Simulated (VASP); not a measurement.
Input of a VASP 6.6.1 run:

The input INCAR:

```
SYSTEM = NaF
ALGO = Normal ; EDIFF = 1E-6
ENCUT = 520 ; ISIF = 2
ISMEAR = -1 ; LASPH = .True.
LCHARG = .False. ; LREAL = .False.
LWAVE = .False. ; NBANDS = 22
NELM = 80 ; PREC = Accurate
SIGMA = 0.02
```

KPOINTS

```
k-points
0
Gamma
  6 6 6
  0 0 0
```

The input POSCAR:

```
NaF
1.0
    3.7934388830      0.0000000000      0.0000000000
   -1.8967194415      3.2852144404      0.0000000000
    0.0000000000      0.0000000000      4.4601639263
Na F
2 2
Direct
    0.3333333333      0.6666666667     -0.0625000000
    0.6666666667      0.3333333333      0.4375000000
    0.3333333333      0.6666666667      0.4375000000
    0.6666666667      0.3333333333      0.9375000000
```

Potentials or basis: VASP PAW LDA potentials, release 64 (Na_pv, F).

Launch:

```console
$ cat potpaw_LDA.64/Na_pv/POTCAR potpaw_LDA.64/F/POTCAR > POTCAR
$ mpirun -np 1 vasp_std > vasp.out
```

Problem. Estimate the pressure.

Solution. 0.0 GPa.

Problem. Estimate the band gap on the k mesh.

Solution. 5.55 eV.

Caveat: the structure was generated, so it needn't be the stable form of NaF. A k mesh can miss the band edges.
